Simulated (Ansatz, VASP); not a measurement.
PbSe, level by level in two programs

```xyz
2
Lattice="0.0000 3.0606 3.0606 3.0606 0.0000 3.0606 3.0606 3.0606 0.0000" Properties=species:S:1:pos:R:3 pbc="T T T"
Pb    0.0000    0.0000    0.0000
Se    3.0606    3.0606    3.0606
```

Single points on this cell with VASP 6.6.1 and Ansatz 0.2.0. Each row is one pair of runs. Alike in all rows: spin: off; VASP's potentials, cutoff: VASP PAW PBE potentials, release 64 (Pb_d, Se), 520 eV.

```tsv
level	k mesh	smearing	Ansatz's potentials, cutoff	pressure (GPa), VASP	pressure (GPa), Ansatz
r2SCANh	4 × 4 × 4	fermi-dirac, width 0.05 eV	Ansatz PAW, 500 eV	1.3	1.3
PBE-based screened hybrid	4 × 4 × 4	fermi-dirac, width 0.05 eV	Ansatz PAW, 420 eV	1.3	1.4
PBE-based screened hybrid	5 × 5 × 5	gaussian, width 0.1 eV	SPMS NC, 816 eV	?	-0.3
```

Fill in what VASP gave in row 3.

pressure (GPa): 1.2.

VASP's potentials hold 20 valence electrons a cell and Ansatz's 30, so a difference there can come from the potentials and not from the codes.

The k mesh is coarse in some rows, so the values compare programs but aren't converged. Neither program's run includes spin-orbit coupling.
